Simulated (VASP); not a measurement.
# C: single point with PBE

C:

```
CELL_PARAMETERS angstrom
-1.78582 1.78582 0.00000
0.00000 0.00000 3.57164
1.78582 1.78582 0.00000
ATOMIC_POSITIONS crystal
C 0.50000 0.37500 0.25000
C 0.00000 0.87500 0.75000
C 0.00000 0.12500 0.25000
C 0.50000 0.62500 0.75000
```

```json
{"Program": "VASP 6.6.1", "Task": "single point", "Functional": "PBE", "Potentials or basis": "VASP PAW PBE potentials, release 64 (C)", "Cutoff": "520 eV", "k mesh": "12 × 8 × 12", "Occupations": "fermi-dirac, width 0.02 eV", "Spin": "no spin polarisation", "Dipole correction": "no", "Further INCAR settings": "ALGO = Normal; EDIFF = 1e-07; NBANDS = 16"}
```

```yaml
Pressure: 0.6 GPa
Band_gap_on_the_k_mesh: 4.12 eV
```

Levels at points of the mesh, in eV from the valence-band top:
```
           k point  band 4  band 5  band 6  band 7  band 8  band 9  band 10  band 11  band 12  band 13
(0.00, 0.00, 0.00)   -6.27   -6.27    0.00    0.00    0.00    4.75     4.75     5.58     5.58     5.58
(0.50, 0.00, 0.00)   -8.68   -7.58   -7.58   -3.00   -3.00    7.91     7.91     9.98     9.98    12.31
(0.00, 0.50, 0.00)   -4.51   -4.10   -4.10   -4.10   -4.10    4.43     4.43    10.22    10.22    11.55
(0.50, 0.50, 0.00)  -13.33   -2.79   -2.79   -2.79   -2.79    8.44     8.44     8.44     8.44     8.79
(0.50, 0.00, 0.50)  -12.73   -6.27   -6.27   -6.27   -6.27    4.75     4.75     4.75     4.75    16.75
(0.50, 0.50, 0.50)  -11.95   -8.29   -8.29   -8.29   -8.29   10.60    10.60    10.60    10.60    12.27
```

Wall time 64 s on 1 thread of Intel Xeon 8259CL (shared host), peak memory 0.15 GiB.

A k mesh can miss the band edges.
